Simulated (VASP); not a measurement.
A run of VASP 6.6.1 is set up as follows.

POSCAR

```
BaBe3
1.0
    0.0000000000      3.3679635541      3.3679635541
    3.3679635541      0.0000000000      3.3679635541
    3.3679635541      3.3679635541      0.0000000000
Ba Be
1 3
Direct
    0.0000000000      0.0000000000      0.0000000000
    0.5000000000      0.5000000000      0.5000000000
    0.2500000000      0.2500000000      0.2500000000
    0.7500000000      0.7500000000      0.7500000000
```

INCAR.step1

```
ALGO     = Normal         # electronic algorithm
EDIFF    = 1E-4           # SCF threshold, eV
ENCUT    = 600            # plane-wave cutoff, eV
GGA      = PE             # functional
ISMEAR   = 0              # smearing method
LASPH    = T              # aspherical terms in the spheres
LCHARG   = F              # write CHGCAR
LREAL    = F              # projectors in reciprocal space
LWAVE    = T              # write WAVECAR
NELM     = 60             # most SCF steps
PREC     = Accurate       # precision mode
SIGMA    = 0.1            # smearing width, eV
```

Contents of INCAR.step2:

```
ALGO     = Normal         # electronic algorithm
EDIFF    = 1E-6           # SCF threshold, eV
EDIFFG   = -0.01          # ionic threshold
ENCUT    = 600            # plane-wave cutoff, eV
IBRION   = 2              # ionic algorithm
ISIF     = 3              # what is computed and relaxed
ISMEAR   = 0              # smearing method
ISTART   = 1            
LASPH    = T              # aspherical terms in the spheres
LCHARG   = F              # write CHGCAR
LMIXTAU  = T            
LREAL    = F              # projectors in reciprocal space
LWAVE    = F              # write WAVECAR
METAGGA  = R2SCAN         # meta-GGA
NELM     = 60             # most SCF steps
NSW      = 100            # ionic steps
PREC     = Accurate       # precision mode
SIGMA    = 0.1            # smearing width, eV
```

File KPOINTS:

```
k-points
0
Gamma
  12 12 12
```

Potentials or basis: VASP PAW PBE potentials, release 64 (Ba_sv, Be).

Command:

```console
$ cat potpaw_PBE.64/Ba_sv/POTCAR potpaw_PBE.64/Be/POTCAR > POTCAR
$ cp INCAR.step1 INCAR
$ mpirun -np 1 vasp_std > vasp.out
$ cp INCAR.step2 INCAR
$ mpirun -np 1 vasp_std > vasp.out
```

(1) Predict the band gap on the k mesh.

Answers

(1) zero (bands 8 and 9 overlap by 0.64 eV).

Caveat: the relaxation stopped at its first step, so nothing moved; spin-orbit coupling is left out, which moves the levels of the heavy elements.
